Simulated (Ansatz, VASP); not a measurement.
# Two plane-wave programs on HfO2

```
Hf O
1.0
     0.00000    2.59823    2.50713
     2.59823    0.00000    2.50713
     2.59823    2.59823    0.00000
Hf O
1 2
Direct
  0.00000 0.00000 0.00000
  0.25000 0.25000 0.25000
  0.75000 0.75000 0.75000
```

Change from the starting cell: epitaxial_xy strain +2.7%.

Alike in both runs: task single point; functional r2SCAN; k mesh 8 × 8 × 8; no spin polarisation.

|  | VASP | Ansatz |
| --- | --- | --- |
| version | VASP 6.6.1 | Ansatz 0.2.0 |
| potentials or method | VASP PAW PBE potentials, release 64 (Hf_pv, O) | plane waves, PAW |
| plane-wave cutoff (eV) | 520 | 500 |
| occupations | gaussian, width 0.01 eV | fixed |
| valence electrons in the cell | 22 | 38 |

|  | VASP | Ansatz | Ansatz less VASP |
| --- | --- | --- | --- |
| gap on the k mesh at the Fermi level (eV) | 3.85 | 3.86 | +0.016 |
| pressure (GPa) | -14.6 | -11.0 | +3.53 |
| traceless stress, the component that is largest in VASP (GPa) | 11.19 | 11.02 | -0.171 |

VASP's potentials were made for PBE, not for r2SCAN. VASP's potentials hold 22 valence electrons a cell and Ansatz's 38, so a difference there can come from the potentials and not from the codes.

Neither program's run includes spin-orbit coupling.
